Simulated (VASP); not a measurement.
Runs of VASP 6.6.1 on TaAgO3. The structure is that of space group Pm-3m (No. 221), or close to it. The cells are those of the table. 

| cell | gap on the mesh (eV) | pressure (GPa) |
| --- | --- | --- |
| a = 3.999, b = 3.999, c = 4.079 Å, 5 atoms | (a) | -15.0 |
| a = 3.999 Å, 5 atoms | 1.63 | -11.7 |
| a = 3.999, b = 3.999, c = 3.959 Å, 5 atoms | 1.63 | -9.8 |
| a = 3.999, b = 3.999, c = 4.039 Å, 5 atoms | 1.60 | (b) |
| a = 3.999, b = 3.999, c = 3.919 Å, 5 atoms | 1.63 | -7.7 |

Alike in all rows: task single point; level LDA; potentials or basis VASP PAW LDA potentials, release 64 (Ta_pv, Ag, O); no spin polarisation; k mesh 5 × 5 × 5; cutoff (eV) 520; smearing gaussian 0.02 eV.

Question: Fill in the values left out.

Answer: (a) 1.58; (b) -13.4.

Caveats: spin-orbit coupling is left out, which moves the levels of the heavy elements.

A k mesh can miss the band edges, and the runs leave out spin-orbit coupling on Ag, Ta.
